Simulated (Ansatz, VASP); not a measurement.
**One calculation of NaCl, two programs**

```xyz
2
Lattice="0.0000 2.8008 2.8008 2.8008 0.0000 2.8008 2.8008 2.8008 0.0000" Properties=species:S:1:pos:R:3 pbc="T T T"
Na    0.0000    0.0000    0.0000
Cl    2.8008    2.8008    2.8008
```

Alike in both runs: functional PBEsol; k mesh 8 × 8 × 8; no spin polarisation.

Ansatz relaxed the structure, and its values are those at the end. VASP's run is a single point on that final structure, the one shown.

|  | VASP | Ansatz |
| --- | --- | --- |
| version | VASP 6.6.1 | Ansatz 0.2.0 |
| potentials or method | VASP PAW PBE potentials, release 64 (Na_pv, Cl), cutoff 500 eV | scalar-relativistic, plane waves, PAW |
| occupations | gaussian, width 0.01 eV | fixed |
| valence electrons in the cell | 14 | 16 |

|  | VASP | Ansatz | Ansatz less VASP |
| --- | --- | --- | --- |
| gap on the k mesh at the Fermi level (eV) | 5.01 | 5.01 | +0.004 |
| least direct gap on the mesh (eV) | 5.01 | 5.01 | +0.004 |
| pressure (GPa) | 0.0 | 0.0 | 0.00 |

VASP's potentials were made for PBE, not for PBEsol. VASP's potentials hold 14 valence electrons a cell and Ansatz's 16, so a difference there can come from the potentials and not from the codes.
